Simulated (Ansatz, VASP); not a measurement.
InH: VASP beside Ansatz

```
In H
1.0
     3.18274    0.00000    0.00000
     0.00000    3.18274    0.00000
     0.00000    0.00000    3.18274
In H
1 1
Cartesian
  1.5914 1.5914 1.5914
  0.0000 0.0000 0.0000
```

Change from the starting cell: species swapped into the BePd type (Pm-3m, No. 221).

Alike in both runs: functional PBE; k mesh 18 × 18 × 18; occupations gaussian, width 0.1 eV; no spin polarisation.

Ansatz relaxed the structure, and its values are those at the end. VASP's run is a single point on that final structure, the one shown.

|  | VASP | Ansatz |
| --- | --- | --- |
| version | VASP 6.6.1 | Ansatz 0.2.0 |
| potentials or method | VASP PAW PBE potentials, release 64 (In_d, H), cutoff 520 eV | scalar-relativistic, plane waves, PAW |
| valence electrons in the cell | 14 | 14 |

VASP gave:

| Item | Value |
| --- | --- |
| gap on the k mesh at the Fermi level (eV) | none |
| pressure (GPa) | -0.1 |

Task: Estimate Ansatz's values.

Result: gap on the k mesh at the Fermi level (eV): none; pressure (GPa): 0.0.

A gap of «none» marks a metal or a gap that the smearing closes.
